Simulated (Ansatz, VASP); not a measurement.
**Al2Cu: VASP beside Ansatz**

```
Al Cu
1.0
    -2.18772    2.18772    2.79500
     2.18772   -2.18772    2.79500
     2.18772    2.18772   -2.79500
Al Cu
2 1
Direct
  0.75000 0.25000 0.50000
  0.25000 0.75000 0.50000
  0.50000 0.50000 0.00000
```

Alike in both runs: task single point; functional PBE; k mesh 14 × 14 × 14; occupations gaussian, width 0.15 eV; no spin polarisation.

|  | VASP | Ansatz |
| --- | --- | --- |
| version | VASP 6.6.1 | Ansatz 0.2.0 |
| potentials or method | VASP PAW PBE potentials, release 64 (Al, Cu), cutoff 520 eV | scalar-relativistic, plane waves, PAW |
| valence electrons in the cell | 17 | 25 |

```tsv
	VASP	Ansatz	Ansatz less VASP
gap on the k mesh at the Fermi level (eV)	none	none	-
pressure (GPa)	-6.5	-6.9	-0.41
traceless stress, the component that is largest in VASP (GPa)	4.96	5.05	+0.096
```

A gap of «none» marks a metal or a gap that the smearing closes. VASP's potentials hold 17 valence electrons a cell and Ansatz's 25, so a difference there can come from the potentials and not from the codes.
